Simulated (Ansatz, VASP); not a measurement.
**Two plane-wave programs on SnSe**

POSCAR

```
SnSe
1.0
    0.0000000000      3.0100000000      3.0100000000
    3.0100000000      0.0000000000      3.0100000000
    3.0100000000      3.0100000000      0.0000000000
Sn Se
1 1
Direct
   -0.0332225914     -0.0332225914      0.0097306717
    0.5000000000      0.5000000000      0.5000000000
```

The input INCAR.step1:

```
ALGO     = Normal         # electronic algorithm
EDIFF    = 1E-4           # SCF threshold, eV
ENCUT    = 520            # plane-wave cutoff, eV
GGA      = PE             # functional
ISMEAR   = 0              # smearing method
LASPH    = True           # aspherical terms in the spheres
LCHARG   = False          # write CHGCAR
LREAL    = False          # projectors in reciprocal space
LWAVE    = True           # write WAVECAR
NBANDS   = 17             # bands
NELM     = 80             # most SCF steps
PREC     = Accurate       # precision mode
SIGMA    = 0.05           # smearing width, eV
```

Contents of INCAR.step2:

```
ALGO     = Normal         # electronic algorithm
EDIFF    = 1E-6           # SCF threshold, eV
ENCUT    = 520            # plane-wave cutoff, eV
ISIF     = 2              # what is computed and relaxed
ISMEAR   = 0              # smearing method
ISTART   = 1            
LASPH    = True           # aspherical terms in the spheres
LCHARG   = False          # write CHGCAR
LMIXTAU  = True         
LREAL    = False          # projectors in reciprocal space
LWAVE    = False          # write WAVECAR
METAGGA  = R2SCAN         # meta-GGA
NBANDS   = 17             # bands
NELM     = 80             # most SCF steps
PREC     = Accurate       # precision mode
SIGMA    = 0.05           # smearing width, eV
```

The input KPOINTS:

```
k-points
0
Gamma
  10 10 10
```

Input for Ansatz:

```yaml
crystal:
  lattice:
    - [0.0, 3.01, 3.01]
    - [3.01, 0.0, 3.01]
    - [3.01, 3.01, 0.0]
  atoms:
    - { symbol: Sn, position: [-0.0332225914, -0.0332225914, 0.0097306717] }
    - { symbol: Se, position: [0.5, 0.5, 0.5] }
basis:
  ecutwfc: 500
kpoints:
  mp_grid: { grid: [10, 10, 10] }
hamiltonian:
  xc: r2scan
scf:
  occupations: { method: gaussian, width: 0.05 }
output:
  forces: true
  stress: true
  eigenvalues: true
```

Alike in both runs: task single point; functional r2SCAN; k mesh 10 × 10 × 10; occupations gaussian, width 0.05 eV; no spin polarisation.

|  | VASP | Ansatz |
| --- | --- | --- |
| version | VASP 6.6.1 | Ansatz 0.2.0 |
| potentials or method | VASP PAW PBE potentials, release 64 (Sn_d, Se), cutoff 520 eV | scalar-relativistic, plane waves, PAW |
| valence electrons in the cell | 20 | 30 |

VASP gave:

| Item | Value |
| --- | --- |
| gap on the k mesh at the Fermi level (eV) | 0.39 |
| least direct gap on the mesh (eV) | 0.39 |
| pressure (GPa) | 0.7 |
| traceless stress, the component that is largest in VASP (GPa) | 0.60 |
| rms of the force components (eV/Å) | 0.042 |

**Question.** What did Ansatz give for the same quantities?

**Answer.** gap on the k mesh at the Fermi level (eV): 0.39; least direct gap on the mesh (eV): 0.39; pressure (GPa): 0.7; traceless stress, the component that is largest in VASP (GPa): 0.60; rms of the force components (eV/Å): 0.037.

VASP's potentials were made for PBE, not for r2SCAN. Atom by atom the forces differ by 0.005 eV/Å (rms over components). VASP's potentials hold 20 valence electrons a cell and Ansatz's 30, so a difference there can come from the potentials and not from the codes.
